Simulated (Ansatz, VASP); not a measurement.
# BiC3N3 in VASP and in Ansatz

```
CELL_PARAMETERS angstrom
13.35000 0.00000 0.00000
0.00000 14.02000 0.00000
0.00000 0.00000 10.76000
ATOMIC_POSITIONS crystal
Bi 0.44572 0.50014 0.58220
C 0.58517 0.50014 0.46744
C 0.37599 0.61514 0.46744
C 0.37599 0.38514 0.46744
N 0.66299 0.50014 0.41822
N 0.33708 0.67932 0.41822
N 0.33708 0.32097 0.41822
```

Alike in both runs: task single point; functional PBE; k mesh 1 × 1 × 1; occupations gaussian, width 0.01 eV; non-collinear spin, spin-orbit coupling.

|  | VASP | Ansatz |
| --- | --- | --- |
| version | VASP 6.6.1 | Ansatz 0.2.0 |
| potentials or method | VASP PAW PBE potentials, release 64 (Bi_d, C, N), cutoff 520 eV | plane waves, PAW |
| valence electrons in the cell | 42 | 42 |

|  | VASP | Ansatz | Ansatz less VASP |
| --- | --- | --- | --- |
| rms of the force components (eV/Å) | 0.207 | 0.034 | -0.1738 |
| net moment per atom (μB) | 0.00 | 0.00 | 0.000 |

One of these differences is far larger than is usual between the two programs; its cause wasn't traced. With one functional, cell and mesh, what is left measures potentials, basis and numerics. Ansatz's warnings: structure snapped to symmetry, xc potential rough in thin density.

Noted on VASP's run: the standard files for N, O and F lose accuracy on very short bonds.
